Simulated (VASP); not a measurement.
Here is a VASP 6.6.1 calculation.

INCAR

```
PREC = Accurate
ENCUT = 500
EDIFF = 1E-6
ISMEAR = 0
SIGMA = 0.15
LREAL = False
LASPH = True
NELM = 120
ALGO = Normal
ISIF = 2
LWAVE = False
LCHARG = False
GGA = PE
NBANDS = 13
GGA_COMPAT = False
```

Contents of KPOINTS:

```
regular mesh
0
Gamma
  26 26 26
```

Contents of POSCAR:

```
W
1.0
   -1.5917793224      1.5121903563      1.5917793224
    1.5917793224     -1.5121903563      1.5917793224
    1.5917793224      1.5121903563     -1.5917793224
W
1
Direct
    0.0000000000      0.0000000000      0.0000000000
```

Potentials or basis: VASP PAW PBE potentials, release 64 (W_sv).

Command:

```sh
$ cat potpaw_PBE.64/W_sv/POTCAR > POTCAR
$ mpirun -np 1 vasp_std > vasp.out
```

(1) Estimate the band gap on the k mesh.

(2) Predict the pressure.

Results:

(1) zero (bands 7 and 8 overlap by 6.62 eV).

(2) 18.6 GPa.

Caveat: the cell differs from its parent crystal (strain -0.0500 x Voigt [0, 1, 0, 0, 0, 0]); the cell stands under pressure; spin-orbit coupling is left out, which moves the levels of the heavy elements.
